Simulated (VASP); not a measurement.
# Sr (P6_3/mmc) in VASP: single point with PBEsol

Aim: the single point of Sr with PBEsol.

All numbers are computed with VASP 6.6.1; they aren't measurements. Logs are shortened: lines on timing, memory, paths and dates and some standing lists are left out, and cuts for length are marked.

### Step 1. The cell of the first run

Symmetry: P6_3/mmc, No. 194, hexagonal system. The conventional cell has a = 4.196 Å, b = 4.196 Å, c = 6.867 Å, α = 90.00°, β = 90.00°, γ = 120.00°. Within 5.5 Å of Sr (site symmetry -6m2) lie 12 Sr at 4.20 Å.

This isn't the form of Sr at room conditions, which is fcc.

### Step 2. Single point, PBEsol

File INCAR:

```
PREC = Accurate
ENCUT = 520
EDIFF = 1E-7
ISMEAR = 0
SIGMA = 0.1
LREAL = False
LASPH = True
NELM = 80
ALGO = Normal
ISIF = 2
LWAVE = False
LCHARG = False
GGA = PS
NBANDS = 17
```

File KPOINTS:

```
regular mesh
0
Gamma
  12 12 6
```

File POSCAR:

```
Sr
1.0
    4.1962009145      0.0000000000      0.0000000000
   -2.0981004573      3.6340165914      0.0000000000
    0.0000000000      0.0000000000      6.8667291360
Sr
2
Direct
    0.3333333333      0.6666666667      0.2500000000
    0.6666666667      0.3333333333      0.7500000000
```

Potentials or basis: VASP PAW PBE potentials, release 64 (Sr_sv).

Run with:

```
$ cat potpaw_PBE.64/Sr_sv/POTCAR > POTCAR
$ mpirun -np 1 vasp_std > vasp.out
```

OUTCAR:

```text
PREC = Accurate
   ENCUT = 520
   EDIFF = 1E-7
   ISMEAR = 0
   LREAL = False
   LASPH = True
   NELM = 80
   ISIF = 2
   GGA = PS

 ion  position               nearest neighbor table
   1  0.333  0.667  0.250-   2 4.20   2 4.20   2 4.20   2 4.20   2 4.20   2 4.20
   2  0.667  0.333  0.750-   1 4.20   1 4.20   1 4.20   1 4.20   1 4.20   1 4.20

  LATTYP: Found a hexagonal cell.
 ALAT       =     4.1962009145
 C/A-ratio  =     1.6364157189

  Lattice vectors:

 A1 = (   4.1962009145,   0.0000000000,   0.0000000000)
 A2 = (  -2.0981004573,   3.6340165914,   0.0000000000)
 A3 = (   0.0000000000,   0.0000000000,   6.8667291360)

Analysis of symmetry for initial positions (statically):
=====================================================================
 Subroutine PRICEL returns:
 Original cell was already a primitive cell.

 Routine SETGRP: Setting up the symmetry group for a
 hexagonal supercell.

 Subroutine GETGRP returns: Found 24 space group operations
 (whereof 12 operations were pure point group operations)
 out of a pool of 24 trial point group operations.

The static configuration has the point symmetry D_3d.
 The point group associated with its full space group is D_6h.

Analysis of symmetry for dynamics (positions and initial velocities):
=====================================================================
 Subroutine PRICEL returns:
 Original cell was already a primitive cell.

 Routine SETGRP: Setting up the symmetry group for a
 hexagonal supercell.

 Subroutine GETGRP returns: Found 24 space group operations
 (whereof 12 operations were pure point group operations)
 out of a pool of 24 trial point group operations.

The dynamic configuration has the point symmetry D_3d.
 The point group associated with its full space group is D_6h.

 Subroutine INISYM returns: Found 24 space group operations
 (whereof 12 operations are pure point group operations),
 and found     1 'primitive' translations

----------------------------------------------------------------------------------------

                                     Primitive cell

  volume of cell :     104.7112

  direct lattice vectors                    reciprocal lattice vectors
     4.196200915  0.000000000  0.000000000     0.238310801  0.137588805  0.000000000
    -2.098100457  3.634016591  0.000000000     0.000000000  0.275177610  0.000000000
     0.000000000  0.000000000  6.866729136     0.000000000  0.000000000  0.145629743

  length of vectors
     4.196200915  4.196200915  6.866729136     0.275177610  0.275177610  0.145629743

  position of ions in fractional coordinates (direct lattice)
     0.333333333  0.666666667  0.250000000
     0.666666667  0.333333333  0.750000000

  ion indices of the primitive-cell ions
   primitive index   ion index
                 1           1
                 2           2

----------------------------------------------------------------------------------------

 KPOINTS: regular mesh

Automatic generation of k-mesh.
 Grid dimensions read from file:
 generate k-points for:   12   12    6

 Generating k-lattice:

  Cartesian coordinates                     Fractional coordinates (reciprocal lattice)
     0.019859233  0.011465734  0.000000000     0.083333333  0.000000000  0.000000000
     0.000000000  0.022931467  0.000000000     0.000000000  0.083333333  0.000000000
     0.000000000  0.000000000  0.024271624     0.000000000  0.000000000  0.166666667

  Length of vectors
     0.022931467  0.022931467  0.024271624

  Shift w.r.t. Gamma in fractional coordinates (k-lattice)
     0.000000000  0.000000000  0.000000000

 Subroutine IBZKPT returns following result:
 ===========================================

 Found     76 irreducible k-points:

 Following reciprocal coordinates:
            Coordinates               Weight
  0.000000  0.000000  0.000000      1.000000
  0.083333 -0.000000  0.000000      6.000000
  0.166667 -0.000000  0.000000      6.000000
  0.250000  0.000000  0.000000      6.000000
  0.333333 -0.000000  0.000000      6.000000
  0.416667  0.000000  0.000000      6.000000
[... 16 lines left out ...]
  0.250000  0.000000  0.166667     12.000000
  0.333333 -0.000000  0.166667     12.000000
 [... further k-points ...]
   k-points           NKPTS =     76   k-points in BZ     NKDIM =     76   number of bands    NBANDS=     17
   number of dos      NEDOS =    301   number of ions     NIONS =      2
   total plane-waves  NPLWV =  55296
   dimension x,y,z NGX =    32 NGY =   32 NGZ =   54
   dimension x,y,z NGXF=    64 NGYF=   64 NGZF=  108
   ions per type =               2
   NGX,Y,Z   is equivalent  to a cutoff of  12.68, 12.68, 13.07 a.u.
   NGXF,Y,Z  is equivalent  to a cutoff of  25.36, 25.36, 26.15 a.u.
 SYSTEM =  unknown system
   PREC   = accura    normal or accurate (medium, high low for compatibility)
   ISTART =      0    job   : 0-new  1-cont  2-samecut
   ICHARG =      2    charge: 1-file 2-atom 10-const
   ISPIN  =      1    spin polarized calculation?
   LNONCOLLINEAR =      F non collinear calculations
   LSORBIT =      F    spin-orbit coupling
   LASPH  =      T    aspherical Exc in radial PAW
   ENCUT  =  520.0 eV  38.22 Ry    6.18 a.u.   7.80  7.80 12.77*2*pi/ulx,y,z
   NELM   =     80;   NELMIN=  2; NELMDL= -5     # of ELM steps
   EDIFF  = 0.1E-06   stopping-criterion for ELM
   LREAL  =      F    real-space projection
   EDIFFG = 0.1E-05   stopping-criterion for IOM
   NSW    =      0    number of steps for IOM
   IBRION =     -1    ionic relax: 0-MD 1-quasi-New 2-CG
   NFREE  =      0    steps in history (QN), initial steepest desc. (CG)
   ISIF   =      2    stress and relaxation
   ISYM   =      2    0-nonsym 1-usesym 2-fastsym
   POTIM  = 0.5000    time-step for ionic-motion
   TEBEG  =    0.0;   TEEND  =   0.0 temperature during run
   PSTRESS=    0.0 pullay stress
   NELECT =      20.0000    total number of electrons
   NUPDOWN=      -1.0000    fix difference up-down
   EMIN   =  10.00;   EMAX   =-10.00  energy-range for DOS
   EFERMI =   0.00;   METHOD = LEGACY
   ISMEAR =     0;   SIGMA  =   0.10  broadening in eV -4-tet -1-fermi 0-gaus
   EFERMI_NEDOS =   21; number of points for ismear=-14 and -15
   IALGO  =     38    algorithm
   IMIX   =      4    mixing-type and parameters
     AMIX     =   0.40;   BMIX     =  1.00
     AMIX_MAG =   1.60;   BMIX_MAG =  1.00
  volume/ion in A,a.u.               =      52.36       353.31
  Fermi-wavevector in a.u.,A,eV,Ry     =   0.942802  1.781637 12.093885  0.888875
  Thomas-Fermi vector in A             =   2.070447
   LORBIT       =      0    0 simple, 1 ext, 2 COOP (PROOUT), +10 PAW based schemes
   GGA     = PS    functional components
   LHFCALC =     F    Hartree Fock is set to
   AEXX    =    0.0000 exact exchange contribution
   IVDW    =     0    specifies the selected vdW correction
   LEPSILON=     F    determine dielectric tensor
   LRPA    =     F    only Hartree local field effects (RPA)
 non-spin polarized calculation
 Gauss-broadening in eV      SIGMA  =   0.10
  energy-cutoff  :      520.00
  volume of cell :      104.71
 maximum number of plane-waves:      2847
 NGX is ok and might be reduce to    32
   NGX = 15   NGY = 15   NGZ = 25

 number of electron      20.0000000 magnetization

 Free energy of the ion-electron system (eV)
  ---------------------------------------------------
  ext. energy  EPLUGINS =         0.00000000
  ---------------------------------------------------
  free energy    TOTEN  =        -3.67574321 eV

  energy without entropy =       -3.66272800  energy(sigma->0) =       -3.66923561

 E-fermi :   1.6871     XC(G=0):  -7.5856

 val. band max:        1.6821346513   @ k =   0.3333  -0.0000   0.0000
 cond. band min:       1.6879560386   @ k =   0.3333   0.3333   0.3333
 fundamental gap:      0.0058213873
 Fermi energy:         1.6870953371

 k-point     1 :       0.0000    0.0000    0.0000
  band No.  band energies     occupation
      1     -34.7710      2.00000
      2     -34.7533      2.00000
      3     -16.8977      2.00000
      4     -16.6955      2.00000
      5     -16.6955      2.00000
      6     -16.6637      2.00000
[... 9 lines left out ...]
     16       4.4393      0.00000
     17       4.9867      0.00000

 k-point     2 :       0.0833   -0.0000    0.0000
  band No.  band energies     occupation
      1     -34.7699      2.00000
      2     -34.7528      2.00000
      3     -16.8925      2.00000
      4     -16.7077      2.00000
      5     -16.6994      2.00000
      6     -16.6764      2.00000
[... 9 lines left out ...]
     16       4.5393      0.00000
     17       4.7823      0.00000

 k-point     3 :       0.1667   -0.0000    0.0000
  band No.  band energies     occupation
      1     -34.7669      2.00000
      2     -34.7514      2.00000
      3     -16.8774      2.00000
      4     -16.7412      2.00000
      5     -16.7105      2.00000
      6     -16.7096      2.00000
[... 9 lines left out ...]
     16       4.5010      0.00000
     17       4.6025      0.00000

 k-point     4 :       0.2500    0.0000    0.0000
  band No.  band energies     occupation
      1     -34.7627      2.00000
      2     -34.7496      2.00000
      3     -16.8549      2.00000
      4     -16.7871      2.00000
      5     -16.7558      2.00000
      6     -16.7232      2.00000
[... 9 lines left out ...]
     16       4.8544      0.00000
     17       4.8590      0.00000

 k-point     5 :       0.3333   -0.0000    0.0000
  band No.  band energies     occupation
      1     -34.7583      2.00000
      2     -34.7481      2.00000
      3     -16.8332      2.00000
      4     -16.8286      2.00000
      5     -16.7998      2.00000
      6     -16.7364      2.00000
[... 9 lines left out ...]
     16       5.2988      0.00000
     17       5.4786      0.00000

 k-point     6 :       0.4167    0.0000    0.0000
  band No.  band energies     occupation
      1     -34.7546      2.00000
      2     -34.7474      2.00000
      3     -16.8670      2.00000
      4     -16.8312      2.00000
      5     -16.8043      2.00000
      6     -16.7459      2.00000
[... 9 lines left out ...]
     16       5.7966      0.00000
     17       6.2245      0.00000

 k-point     7 :       0.5000    0.0000    0.0000
  band No.  band energies     occupation
      1     -34.7531      2.00000
      2     -34.7473      2.00000
      3     -16.8793      2.00000
      4     -16.8426      2.00000
      5     -16.7930      2.00000
      6     -16.7494      2.00000
[... 9 lines left out ...]
     16       6.1680      0.00000
     17       6.7135      0.00000

 k-point     8 :       0.0833    0.0833    0.0000
  band No.  band energies     occupation
      1     -34.7679      2.00000
      2     -34.7518      2.00000
      3     -16.8823      2.00000
      4     -16.7284      2.00000
      5     -16.7127      2.00000
      6     -16.6941      2.00000
[... 9 lines left out ...]
     16       4.4710      0.00000
     17       4.6744      0.00000
[... 203 lines left out ...]
      1     -34.7487      2.00000
      2     -34.7487      2.00000
      3     -16.8400      2.00000
      4     -16.8075      2.00000
      5     -16.8075      2.00000
      6     -16.7705      2.00000
[... 9 lines left out ...]
     16       5.4846      0.00000
     17       5.4846      0.00000

 k-point    20 :       0.0000    0.0000    0.1667
  band No.  band energies     occupation
      1     -34.7698      2.00000
      2     -34.7545      2.00000
      3     -16.8825      2.00000
      4     -16.6934      2.00000
      5     -16.6934      2.00000
      6     -16.6784      2.00000
[... 9 lines left out ...]
     16       4.3477      0.00000
     17       5.1592      0.00000

 k-point    21 :       0.0833   -0.0000    0.1667
  band No.  band energies     occupation
      1     -34.7688      2.00000
      2     -34.7539      2.00000
      3     -16.8781      2.00000
      4     -16.7052      2.00000
      5     -16.6971      2.00000
      6     -16.6880      2.00000
[... 9 lines left out ...]
     16       4.4288      0.00000
     17       5.0452      0.00000

 k-point    22 :       0.1667   -0.0000    0.1667
  band No.  band energies     occupation
      1     -34.7659      2.00000
      2     -34.7524      2.00000
      3     -16.8660      2.00000
      4     -16.7374      2.00000
      5     -16.7200      2.00000
      6     -16.7071      2.00000
[... 9 lines left out ...]
     16       4.5964      0.00000
     17       4.8986      0.00000

 k-point    23 :       0.2500    0.0000    0.1667
  band No.  band energies     occupation
      1     -34.7619      2.00000
      2     -34.7505      2.00000
      3     -16.8512      2.00000
      4     -16.7791      2.00000
      5     -16.7633      2.00000
      6     -16.7203      2.00000
[... 9 lines left out ...]
     16       4.8639      0.00000
     17       4.9886      0.00000

 k-point    24 :       0.3333   -0.0000    0.1667
  band No.  band energies     occupation
      1     -34.7576      2.00000
      2     -34.7488      2.00000
      3     -16.8529      2.00000
      4     -16.8134      2.00000
      5     -16.7936      2.00000
      6     -16.7332      2.00000
[... 9 lines left out ...]
     16       5.3071      0.00000
     17       5.3884      0.00000

 [... further k-points ...]

------------------------ aborting loop because EDIFF is reached ----------------------------------------

  FORCE on cell =-STRESS in cart. coord.  units (eV):
  Direction    XX          YY          ZZ          XY          YZ          ZX
  --------------------------------------------------------------------------------------
  -------------------------------------------------------------------------------------
  Total        0.0045168      0.0045168      0.0244258     -0.0000000      0.0000000      0.0000000
  in kB        0.0691119      0.0691119      0.3737372     -0.0000000      0.0000000      0.0000000
  external PRESSURE =       0.1706537 kB  Pullay stress =       0.0000000 kB

 VOLUME and BASIS-vectors are now :
 -----------------------------------------------------------------------------
  energy-cutoff  :      520.00
  volume of cell :      104.71
      direct lattice vectors                 reciprocal lattice vectors
     4.196200915  0.000000000  0.000000000     0.238310801  0.137588805  0.000000000
    -2.098100457  3.634016591  0.000000000     0.000000000  0.275177610  0.000000000
     0.000000000  0.000000000  6.866729136     0.000000000  0.000000000  0.145629743

 POSITION                                       TOTAL-FORCE (eV/Angst)
 -----------------------------------------------------------------------------------
     -0.00000      2.42268      1.71668         0.000000      0.000000      0.000000
      2.09810      1.21134      5.15005        -0.000000     -0.000000      0.000000
 -----------------------------------------------------------------------------------
    total drift:                               -0.000000      0.000000     -0.000000

  FREE ENERGIE OF THE ION-ELECTRON SYSTEM (eV)
  ---------------------------------------------------
  free  energy   TOTEN  =        -3.6757432069 eV

  energy  without entropy=       -3.6627280045  energy(sigma->0) =       -3.66923561
```

Run time: 2 min. Hardware: 1 thread of Oxide Virtual Turin-like, shared host; peak memory 0.25 GiB.

Results:

```
Free energy            : -3.6757 eV
Pressure               : 0.0 GPa
Band gap on the k mesh : zero (bands 10 and 11 overlap by 0.24 eV)
```

Caveat: the PAW data sets were made with another functional, which shifts forces and pressure a little.
